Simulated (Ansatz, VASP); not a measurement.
## One calculation of AgCl, two programs

Contents of INCAR:

```
SYSTEM = AgCl
PREC     = Accurate       ! precision mode
ENCUT    = 520            ! plane-wave cutoff, eV
EDIFF    = 1E-7           ! SCF threshold, eV
ISMEAR   = -1             ! smearing method
SIGMA    = 0.08           ! smearing width, eV
LREAL    = .False.        ! projectors in reciprocal space
LASPH    = .True.         ! aspherical terms in the spheres
NELM     = 80             ! most SCF steps
ALGO     = Normal         ! electronic algorithm
ISIF     = 2              ! what is computed and relaxed
LWAVE    = .False.        ! write WAVECAR
LCHARG   = .False.        ! write CHGCAR
GGA      = PE             ! functional
NBANDS   = 16             ! bands
```

Contents of KPOINTS:

```
Automatic mesh
0
Gamma
  12 12 12
  0 0 0
```

Contents of POSCAR:

```
AgCl
1.0
    0.0000000000      2.8237820138      2.8237820138
    2.8237820138      0.0000000000      2.8237820138
    2.8237820138      2.8237820138      0.0000000000
Ag Cl
1 1
Direct
    0.0000000000      0.0000000000      0.0000000000
    0.5000000000      0.5000000000      0.5000000000
```

Input for Ansatz:

```yaml
crystal:
  lattice:
    - [0.0, 2.8237820138, 2.8237820138]
    - [2.8237820138, 0.0, 2.8237820138]
    - [2.8237820138, 2.8237820138, 0.0]
  atoms:
    - { symbol: Ag, position: [0.0, 0.0, 0.0] }
    - { symbol: Cl, position: [0.5, 0.5, 0.5] }
kpoints:
  mp_grid: { grid: [12, 12, 12] }
scf:
  occupations: { method: fermi_dirac, width: 0.08 }
hamiltonian:
  xc: pbe
  pseudopotentials: { kind: all_electron, lapw: { basis_error: 0.0005 } }
output:
  forces: true
  stress: true
  eigenvalues: true
```

Change from the starting cell: volume scaled by 1.02.

Alike in both runs: task single point; functional PBE; k mesh 12 × 12 × 12; occupations fermi-dirac, width 0.08 eV; no spin polarisation.

|  | VASP | Ansatz |
| --- | --- | --- |
| version | VASP 6.6.1 | Ansatz 0.2.0 |
| potentials or method | VASP PAW PBE potentials, release 64 (Ag, Cl), cutoff 520 eV | all-electron LAPW, scalar-relativistic |

Ansatz gave:

- pressure (GPa): -0.8

Problem. What did VASP give for the same quantities?

Solution. Pressure (GPa): -0.9.

Ansatz ran all-electron here, and VASP with PAW potentials.
